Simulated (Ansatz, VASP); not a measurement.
AlN in VASP and in Ansatz

INCAR

```
SYSTEM = AlN
PREC = Accurate
ENCUT = 520
EDIFF = 1E-6
ISMEAR = 0
SIGMA = 0.1
LREAL = .False.
LASPH = .True.
NELM = 150
ALGO = Normal
ISIF = 2
LWAVE = .False.
LCHARG = .False.
ISPIN = 2
MAGMOM = 0 0 1 1
LORBIT = 11
GGA = PE
NBANDS = 20
```

The input KPOINTS:

```
Automatic mesh
0
Gamma
  6 6 4
  0 0 0
```

Contents of POSCAR:

```
AlN
1.0
    3.3719293400      0.0000000000      0.0000000000
    0.0000000000      3.3719293400      0.0000000000
    0.0000000000      0.0000000000      4.2889663200
Al N
2 2
Direct
    0.0000000000      0.5000000000      0.2385000000
    0.5000000000      0.0000000000      0.7615000000
    0.0000000000      0.0000000000      0.0000000000
    0.5000000000      0.5000000000      0.0000000000
```

Input for Ansatz:

```yaml
crystal:
  lattice:
    - [3.37192934, 0.0, 0.0]
    - [0.0, 3.37192934, 0.0]
    - [0.0, 0.0, 4.28896632]
  atoms:
    - { symbol: Al, position: [0.0, 0.5, 0.2385] }
    - { symbol: Al, position: [0.5, 0.0, 0.7615] }
    - { symbol: "N", position: [0.0, 0.0, 0.0], spin: 1.0 }
    - { symbol: "N", position: [0.5, 0.5, 0.0], spin: 1.0 }
basis:
  ecutwfc: 420
kpoints:
  mp_grid: { grid: [6, 6, 4] }
hamiltonian:
  xc: pbe
scf:
  occupations: { method: gaussian, width: 0.1 }
  lower_state_search: "off"
output:
  forces: true
  stress: true
  eigenvalues: true
  populations: true
magnetization:
  spin_polarized: true
```

Change from the starting cell: species swapped into the SnO type (P4/nmm, No. 129).

Alike in both runs: task single point; functional PBE; k mesh 6 × 6 × 4; occupations gaussian, width 0.1 eV; collinear spin.

```csv
,VASP,Ansatz
version,VASP 6.6.1,Ansatz 0.2.0
potentials or method,"VASP PAW PBE potentials, release 64 (Al, N), cutoff 520 eV","scalar-relativistic, plane waves, PAW"
valence electrons in the cell,16,16
```

Ansatz gave:

```
gap on the k mesh at the Fermi level (eV)                     : none
pressure (GPa)                                                : 4.1
traceless stress, the component that is largest in VASP (GPa) : -9.16
rms of the force components (eV/Å)                            : 0.715
net moment per atom (μB)                                      : 0.00
```

**Question.** Estimate VASP's values.

**Answer.** gap on the k mesh at the Fermi level (eV): none; pressure (GPa): 4.1; traceless stress, the component that is largest in VASP (GPa): -9.03; rms of the force components (eV/Å): 0.711; net moment per atom (μB): 0.00.

Atom by atom the forces differ by 0.004 eV/Å (rms over components). A gap of «none» marks a metal or a gap that the smearing closes. The functional is the same, so the differences come from potentials, cutoffs and numerics. Ansatz's warnings: seeded moment not kept.

The k mesh is coarse, so the values compare programs but aren't converged.
